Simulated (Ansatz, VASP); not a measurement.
**Cu3F2 in VASP and in Ansatz**

```
Cu F
1.0
     2.74922    0.00000    0.00000
    -1.37461    2.38089    0.00000
     0.00000    0.00000    8.54948
Cu F
3 2
Direct
  0.00000 0.00000 0.00000
  0.33333 0.66667 0.61156
  0.66667 0.33333 0.38844
  0.33333 0.66667 0.19020
  0.66667 0.33333 0.80980
```

Alike in both runs: functional PBE; k mesh 18 × 18 × 6; occupations gaussian, width 0.1 eV; no spin polarisation.

Ansatz relaxed the structure, and its values are those at the end. VASP's run is a single point on that final structure, the one shown.

|  | VASP | Ansatz |
| --- | --- | --- |
| version | VASP 6.6.1 | Ansatz 0.2.0 |
| potentials or method | VASP PAW PBE potentials, release 64 (Cu, F), cutoff 520 eV | scalar-relativistic, plane waves, PAW |
| valence electrons in the cell | 47 | 71 |

VASP gave:

- gap on the k mesh at the Fermi level (eV): none
- pressure (GPa): 0.0
- rms of the force components (eV/Å): 0.010

Q: What did Ansatz give for the same quantities?

A: gap on the k mesh at the Fermi level (eV): none; pressure (GPa): 0.0; rms of the force components (eV/Å): 0.000.

A gap of «none» marks a metal or a gap that the smearing closes. VASP's potentials hold 47 valence electrons a cell and Ansatz's 71, so a difference there can come from the potentials and not from the codes.
